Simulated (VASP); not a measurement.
# KCl (P1) in VASP: a series of runs, part 2 of 2

VASP 6.6.1. The steps go on from the part before.

### 3 Single point, PBEsol

This run uses another cell than the first one, of 32.30 Å³/atom.

INCAR reads:

```
PREC = Accurate
ENCUT = 520
EDIFF = 1E-6
ISMEAR = -1
SIGMA = 0.19
LREAL = Auto
LASPH = T
NELM = 60
ALGO = Normal
ISIF = 2
LWAVE = F
LCHARG = T
GGA = PS
LELF = T
LVHAR = T
NBANDS = 78
```

KPOINTS reads:

```
regular mesh
0
Gamma
  2 2 2
```

POSCAR reads:

```
KCl
1.0
    0.0000000000      6.3693800000      6.3693800000
    6.3693800000      0.0000000000      6.3693800000
    6.3693800000      6.3693800000      0.0000000000
K Cl
8 8
Direct
   -0.0397156395      0.0091770314      0.0687566137
    0.0408496588     -0.0435260575      0.5448963635
   -0.0139046501      0.5120583165     -0.0766239414
    0.0150979373      0.5382210670      0.4179506483
    0.4801776625      0.0341625088     -0.0304439365
    0.5045506784     -0.0470950077      0.5584551401
    0.4562718820      0.4954414715      0.1087415102
    0.5196917910      0.5123634482      0.5294776729
    0.1066639139      0.3241062709      0.2309158819
    0.2726551878      0.2493425577      0.7335843520
    0.2167928433      0.7864340014      0.2837558758
    0.2846311572      0.6668383736      0.8510600718
    0.7325277343      0.3088376734      0.2567872383
    0.7379546361      0.2452231614      0.7668326431
    0.7519523093      0.7769049735      0.2255236773
    0.7595481036      0.7154606100      0.7427863466
```

Potentials or basis: VASP PAW PBE potentials, release 64 (K_sv, Cl).

Run with:

```bash
cat potpaw_PBE.64/K_sv/POTCAR potpaw_PBE.64/Cl/POTCAR > POTCAR
mpirun -np 1 vasp_std > vasp.out
```

OUTCAR:

```text
PREC = Accurate
   ENCUT = 520
   EDIFF = 1E-6
   ISMEAR = -1
   LREAL = Auto
   LASPH = T
   NELM = 60
   ISIF = 2
   GGA = PS

 ion  position               nearest neighbor table
   1  0.960  0.009  0.069-  15 2.87  11 3.01  13 3.15   4 3.77
   2  0.041  0.956  0.545-  11 2.80   9 3.20
   3  0.986  0.512  0.923-  16 2.60   9 2.86  10 2.95  13 3.07
   4  0.015  0.538  0.418-   9 2.74  15 2.92  11 2.99   7 3.49   1 3.77
   5  0.480  0.034  0.970-  10 2.83  14 3.01
   6  0.505  0.953  0.558-  16 2.82  10 3.05
   7  0.456  0.495  0.109-  13 2.77  12 2.79  11 3.01   4 3.49
   8  0.520  0.512  0.529-  14 2.92  13 3.06  12 3.12  15 3.21
[... 849 lines left out ...]
  Total        0.6651613      8.3519587     -0.0646027     -0.5673790      1.1377567      0.3860726
  in kB        2.0621302     25.8927064     -0.2002810     -1.7589858      3.5272684      1.1969005
  external PRESSURE =       9.2515185 kB  Pullay stress =       0.0000000 kB

 VOLUME and BASIS-vectors are now :
 -----------------------------------------------------------------------------
  energy-cutoff  :      520.00
  volume of cell :      516.80
      direct lattice vectors                 reciprocal lattice vectors
     0.000000000  6.369380000  6.369380000    -0.078500576  0.078500576  0.078500576
     6.369380000  0.000000000  6.369380000     0.078500576 -0.078500576  0.078500576
     6.369380000  6.369380000  0.000000000     0.078500576  0.078500576 -0.078500576

 POSITION                                       TOTAL-FORCE (eV/Angst)
 -----------------------------------------------------------------------------------
      0.49639      6.55435      6.17487        -0.046411     -0.354986      0.484005
      9.56280      3.73084      6.35233         0.786486     -0.266020      0.078322
      9.14283     12.16215      9.54231         0.245237      1.400701      0.056640
      6.09022      2.75825      3.52430         0.596048      0.368043     -0.425435
      6.39307      9.23390      3.27603         0.189488      0.568353     -0.054459
      9.62643      6.77069      9.28309        -0.017580     -0.334036      0.045927
[... 8 lines left out ...]
      6.38485      6.22592      9.73787         0.384617     -0.360820     -0.388086
      9.28813      9.56894      9.39489         0.209229     -1.085657      0.133816
 -----------------------------------------------------------------------------------
    total drift:                               -0.001223     -0.008484      0.002682

  FREE ENERGIE OF THE ION-ELECTRON SYSTEM (eV)
  ---------------------------------------------------
  free  energy   TOTEN  =       -53.4792360849 eV

  energy  without entropy=      -53.4790917856  energy(sigma->0) =      -53.47916394
```

OSZICAR:

```text
N       E                     dE             d eps       ncg     rms          rms(c)
DAV:   1     0.107029701135E+04    0.10703E+04   -0.57078E+04  1248   0.144E+03
DAV:   2     0.462170337673E+02   -0.10241E+04   -0.99716E+03  1648   0.382E+02
DAV:   3    -0.527115746005E+02   -0.98929E+02   -0.98576E+02  1592   0.102E+02
DAV:   4    -0.560505983598E+02   -0.33390E+01   -0.33313E+01  1752   0.215E+01
DAV:   5    -0.563551603985E+02   -0.30456E+00   -0.30447E+00  2136   0.419E+00    0.113E+01
DAV:   6    -0.536814497147E+02    0.26737E+01   -0.52773E+00  1408   0.598E+00    0.860E+00
DAV:   7    -0.533922834956E+02    0.28917E+00   -0.19694E+00  1568   0.396E+00    0.512E+00
DAV:   8    -0.534667732578E+02   -0.74490E-01   -0.41824E-01  1704   0.233E+00    0.107E+00
DAV:   9    -0.534667103554E+02    0.62902E-04   -0.64452E-02  1504   0.801E-01    0.418E-01
DAV:  10    -0.534770023619E+02   -0.10292E-01   -0.16592E-02  1520   0.414E-01    0.170E-01
DAV:  11    -0.534787652777E+02   -0.17629E-02   -0.25946E-03  1576   0.169E-01    0.101E-01
DAV:  12    -0.534791069131E+02   -0.34164E-03   -0.69451E-04  1704   0.855E-02    0.361E-02
DAV:  13    -0.534792082795E+02   -0.10137E-03   -0.14011E-04  1504   0.395E-02    0.157E-02
DAV:  14    -0.534792274187E+02   -0.19139E-04   -0.25365E-05  1568   0.158E-02    0.762E-03
DAV:  15    -0.534792354015E+02   -0.79827E-05   -0.10803E-05  1176   0.113E-02    0.367E-03
DAV:  16    -0.534792360849E+02   -0.68341E-06   -0.16700E-06  1016   0.502E-03
   1 F= -.53479236E+02 E0= -.53479164E+02  d E =-.144299E-03
```

stdout:

```text
POSCAR found type information on POSCAR K Cl
 POSCAR found :  2 types and      16 ions
 scaLAPACK will be used
 -----------------------------------------------------------------------------
|                                                                             |
|                                                                             |
|     You enforced a specific xc type in the INCAR file but a different       |
|     I HOPE YOU KNOW WHAT YOU ARE DOING!                                     |
|                                                                             |
 -----------------------------------------------------------------------------

 LDA part: xc-table for (Slater+PW92), standard interpolation
 POSCAR, INCAR and KPOINTS ok, starting setup
 FFT: planning ... GRIDC
 FFT: planning ... GRID_SOFT
 FFT: planning ... GRID
 WAVECAR not read
 entering main loop
```

Wall time 12 min (1 thread of Intel Xeon Platinum 8259CL at 2.50GHz (Skylake/Cascade Lake), shared host); peak memory 0.76 GiB.

Results:

```
Free energy            : -53.4792 eV
Pressure               : 0.9 GPa
Largest force          : 1.423 eV/Å
Band gap on the k mesh : 3.85 eV
```

Forces in eV/Å, atoms in the order of the input:
```
K   -0.046 -0.355  0.484
K    0.786 -0.266  0.078
K    0.245  1.401  0.057
K    0.596  0.368 -0.425
K    0.189  0.568 -0.054
K   -0.018 -0.334  0.046
K   -0.357 -0.184  0.025
K   -0.190 -0.058 -0.024
Cl  -0.712  1.005 -0.056
Cl  -0.292 -0.500 -0.056
Cl  -0.400  0.157  0.193
Cl  -0.011 -1.093  0.405
Cl  -0.268  0.319 -0.480
Cl  -0.118  0.419  0.061
Cl   0.385 -0.361 -0.388
Cl   0.209 -1.086  0.134
```

Stress tensor (GPa, compression positive):
```
 0.21 -0.18  0.12
-0.18  2.59  0.35
 0.12  0.35 -0.02
```

Levels at points of the mesh, in eV from the valence-band top:
```csv
k point,band 62,band 63,band 64,band 65,band 66,band 67
"(0.00, 0.00, 0.00)",-0.44,-0.36,0.00,3.85,5.67,5.76
"(0.50, 0.00, 0.00)",-0.46,-0.37,-0.04,4.80,5.15,5.91
"(0.00, 0.50, 0.00)",-0.44,-0.40,0.00,4.77,5.12,5.85
"(0.00, 0.00, 0.50)",-0.43,-0.38,-0.01,4.76,5.12,5.90
"(0.50, 0.50, 0.50)",-0.47,-0.36,-0.02,4.80,5.04,6.05
"(0.50, 0.50, 0.00)",-0.43,-0.35,-0.02,4.95,5.26,5.85
"(0.00, 0.50, 0.50)",-0.47,-0.36,0.00,4.89,5.29,5.82
"(0.50, 0.00, 0.50)",-0.42,-0.41,-0.02,4.89,5.36,5.88
```

Caveat: the k points lie up to 0.43 Å⁻¹ apart; the atoms stand as in a frame of molecular dynamics; the PAW data sets were made with another functional, which shifts forces and pressure a little.

### 4 Single point, PBEsol

This run uses another cell than the first one, of 33.52 Å³/atom.

INCAR reads:

```
SYSTEM = KCl
  PREC = Accurate
  ENCUT = 520
  EDIFF = 1E-6
  ISMEAR = -1
  SIGMA = 0.19
  LREAL = Auto
  LASPH = .TRUE.
  NELM = 80
  ALGO = Normal
  ISIF = 2
  LWAVE = .FALSE.
  LCHARG = .FALSE.
  GGA = PS
  NBANDS = 78
```

KPOINTS reads:

```
regular mesh
0
G
  2 2 2
  0 0 0
```

POSCAR reads:

```
KCl
1.0
    0.0000000000      6.4486190000      6.4486190000
    6.4486190000      0.0000000000      6.4486190000
    6.4486190000      6.4486190000      0.0000000000
K Cl
8 8
Direct
   -0.0094617158     -0.0319364503      0.0760238743
    0.0216920088     -0.0608765226      0.5815176087
   -0.0050307671      0.5128241411     -0.0744161657
   -0.0128612033      0.5482790967      0.3933615864
    0.5106847683     -0.0148074340      0.0147205937
    0.4506881241     -0.0507626517      0.5708881235
    0.4563462348      0.4745885902      0.1307821101
    0.4745350128      0.4971243455      0.5755828496
    0.0993344466      0.3192026076      0.2321010126
    0.2310544320      0.2942287333      0.7554941608
    0.2162286995      0.8248946790      0.2789901993
    0.2660785976      0.6784489051      0.8472977703
    0.7406863392      0.3087247052      0.2844348534
    0.7538138786      0.2096710164      0.7707396731
    0.7367392926      0.7540225279      0.2287956538
    0.7886252080      0.7347046709      0.6857841190
```

Run with:

```bash
cat potpaw_PBE.64/K_sv/POTCAR potpaw_PBE.64/Cl/POTCAR > POTCAR
mpirun -np 1 vasp_std > vasp.out
```

Run time: 12 min. Hardware: 1 thread of Intel Xeon Platinum 8259CL at 2.50GHz (Skylake/Cascade Lake), shared host; peak memory 0.76 GiB.

It converged, with:

```
Free energy            : -52.3745 eV
Pressure               : 0.8 GPa
Largest force          : 2.174 eV/Å
Band gap on the k mesh : 3.19 eV
```

Forces in eV/Å, atoms in the order of the input:
```
K    0.221 -0.723  0.256
K    0.498 -0.499  0.149
K    1.705 -0.083 -0.421
K    0.967  1.053 -0.126
K    0.100 -0.577  0.121
K    0.069  0.217  0.437
K   -0.231 -0.122  0.135
K   -0.621  0.156  0.291
Cl  -0.961  1.392  0.232
Cl  -2.137  0.278 -0.286
Cl  -0.787  0.416 -0.154
Cl   0.380 -0.277  0.302
Cl  -0.213 -0.535 -0.727
Cl   0.217  0.233  0.031
Cl   0.533 -0.458 -0.044
Cl   0.260 -0.473 -0.196
```

Stress tensor (GPa, compression positive):
```
 1.19 -0.41 -0.07
-0.41  0.97  0.21
-0.07  0.21  0.39
```

Levels at points of the mesh, in eV from the valence-band top:
```csv
k point,band 60,band 61,band 62,band 63,band 64,band 65,band 66,band 67,band 68,band 69
"(0.00, 0.00, 0.00)",-0.82,-0.80,-0.71,-0.64,0.00,3.19,5.10,5.17,5.28,5.38
"(0.50, 0.00, 0.00)",-0.86,-0.81,-0.70,-0.65,-0.08,3.99,4.55,5.23,5.31,5.51
"(0.00, 0.50, 0.00)",-0.91,-0.79,-0.70,-0.66,0.00,4.03,4.31,5.22,5.48,5.62
"(0.00, 0.00, 0.50)",-0.90,-0.82,-0.71,-0.65,-0.01,4.02,4.34,5.29,5.44,5.53
"(0.50, 0.50, 0.50)",-0.91,-0.80,-0.72,-0.67,-0.07,4.01,4.54,5.32,5.35,5.50
"(0.50, 0.50, 0.00)",-0.86,-0.81,-0.69,-0.66,-0.07,4.19,4.49,5.17,5.20,5.51
"(0.00, 0.50, 0.50)",-0.94,-0.82,-0.72,-0.66,0.00,4.09,4.64,5.10,5.26,5.55
"(0.50, 0.00, 0.50)",-0.88,-0.83,-0.71,-0.65,-0.06,4.14,4.58,5.18,5.30,5.50
```

Caveat: the k points lie up to 0.42 Å⁻¹ apart; the atoms stand as in a frame of molecular dynamics; the PAW data sets were made with another functional, which shifts forces and pressure a little.

### 5 The runs side by side

```tsv
cell	gap on the mesh (eV)	pressure (GPa)	largest force (eV/Å)
a = 8.931 Å, angles 60.0°, 16 atoms, atomic positions A	4.72	1.5	2.00
a = 9.008 Å, angles 60.0°, 16 atoms, atomic positions B	3.85	0.9	1.42
a = 9.120 Å, angles 60.0°, 16 atoms, atomic positions C	3.19	0.8	2.17
```

Alike in all rows: task single point; level PBEsol; potentials or basis VASP PAW PBE potentials, release 64 (K_sv, Cl); no spin polarisation; k mesh 2 × 2 × 2; cutoff (eV) 520; smearing fermi-dirac 0.19 eV.

Caveats: all runs use coarse meshes; the atoms stand as in a frame of molecular dynamics; the PAW data sets were made with another functional, which shifts forces and pressure a little.

Absolute energies hang on the potentials; compare differences alone.
